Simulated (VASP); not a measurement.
Mg, 1 atom in the cell. The structure is monoclinic, space group C2/m (No. 12). The conventional cell has a = 4.663 Å, b = 4.555 Å, c = 3.366 Å, α = 90.00°, β = 133.56°, γ = 90.00°. Within 4.3 Å of Mg (site symmetry 2/m) lie 12 Mg at 3.26 to 3.38 Å.  This cell differs from its parent crystal: strained.

- Program: VASP 6.6.1
- Task: single point
- Functional: PBE
- Potentials or basis: VASP PAW PBE potentials, release 64 (Mg)
- Cutoff: 520 eV
- k mesh: 14 × 14 × 14
- Occupations: gaussian, width 0.1 eV
- Spin: no spin polarisation
- Dipole correction: no
- Further INCAR settings: ALGO = Fast; EDIFF = 1e-06; NBANDS = 7

Potentials or basis: VASP PAW PBE potentials, release 64 (Mg).

Launch:

```sh
$ cat potpaw_PBE.64/Mg/POTCAR > POTCAR
$ mpirun -np 1 vasp_std > vasp.out
```

Hardware: 1 thread of Intel(R) Xeon(R) Platinum 8259CL CPU @ 2.50GHz (Skylake/Cascade Lake), on a shared host.

Question: Estimate the wall time of this run.

Answer: It took 78 s on 1 thread of Intel(R) Xeon(R) Platinum 8259CL CPU @ 2.50GHz (Skylake/Cascade Lake) (shared host), peak memory 0.26 GiB. Counts: scf iterations 9, k points 744.
